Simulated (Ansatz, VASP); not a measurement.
## One calculation of BaTe, two programs

```
Ba Te
1.0
     0.00000    3.36391    3.36391
     3.36391    0.00000    3.36391
     3.36391    3.36391    0.00000
Ba Te
1 1
Direct
  0.00000 0.00000 0.00000
  0.50000 0.50000 0.50000
```

Change from the starting cell: volume scaled by 0.96, crystal datasets.

Alike in both runs: task electric field gradients; functional PBEsol; k mesh 10 × 10 × 10; occupations fermi-dirac, width 0.05 eV; no spin polarisation.

|  | VASP | Ansatz |
| --- | --- | --- |
| version | VASP 6.6.1 | Ansatz 0.2.0 |
| potentials or method | VASP PAW PBE potentials, release 64 (Ba_sv, Te), cutoff 520 eV | all-electron PAW with datasets made for the crystal, scalar-relativistic |

Ansatz gave:

| Property | Result |
| --- | --- |
| pressure (GPa) | 3.7 |

**Question.** Which values does VASP return?

**Answer.** Pressure (GPa): 4.2.

VASP's potentials were made for PBE, not for PBEsol. Ansatz ran all-electron here, and VASP with PAW potentials.

Spin-orbit coupling is off throughout.
